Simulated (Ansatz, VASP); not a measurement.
Two plane-wave programs on Nb

The input INCAR:

```
SYSTEM = Nb
  ALGO = Fast
  EDIFF = 1E-7
  ENCUT = 520
  GGA = PE
  ISIF = 2
  ISMEAR = 0
  LASPH = .TRUE.
  LCHARG = .FALSE.
  LREAL = .FALSE.
  LWAVE = .FALSE.
  NBANDS = 12
  NELM = 60
  PREC = Accurate
  SIGMA = 0.15
```

KPOINTS

```
k-points
0
G
  20 20 20
  0 0 0
```

The input POSCAR:

```
Nb
1.0
    0.0000000000      2.1150000000      2.1150000000
    2.0092500000      0.0000000000      2.1150000000
    2.0092500000      2.1150000000      0.0000000000
Nb
1
Direct
    0.0000000000      0.0000000000      0.0000000000
```

Input for Ansatz:

```yaml
crystal:
  lattice:
    - [0.0, 2.115, 2.115]
    - [2.00925, 0.0, 2.115]
    - [2.00925, 2.115, 0.0]
  atoms:
    - { symbol: Nb, position: [0.0, 0.0, 0.0] }
basis:
  ecutwfc: 420
kpoints:
  mp_grid: { grid: [20, 20, 20] }
hamiltonian:
  xc: pbe
scf:
  occupations: { method: gaussian, width: 0.15 }
output:
  forces: true
  stress: true
  eigenvalues: true
```

Change from the starting cell: strain -0.0500 x Voigt [1, 0, 0, 0, 0, 0], atoms carried along.

Alike in both runs: task single point; functional PBE; k mesh 20 × 20 × 20; occupations gaussian, width 0.15 eV; no spin polarisation.

|  | VASP | Ansatz |
| --- | --- | --- |
| version | VASP 6.6.1 | Ansatz 0.2.0 |
| potentials or method | VASP PAW PBE potentials, release 64 (Nb_sv), cutoff 520 eV | scalar-relativistic, plane waves, PAW |
| valence electrons in the cell | 13 | 13 |

|  | VASP | Ansatz | Ansatz less VASP |
| --- | --- | --- | --- |
| gap on the k mesh at the Fermi level (eV) | none | none | - |
| pressure (GPa) | 6.7 | 7.1 | +0.35 |
| traceless stress, the component that is largest in VASP (GPa) | -9.54 | -9.60 | -0.066 |

A gap of «none» marks a metal or a gap that the smearing closes. With one functional, cell and mesh, what is left measures potentials, basis and numerics.
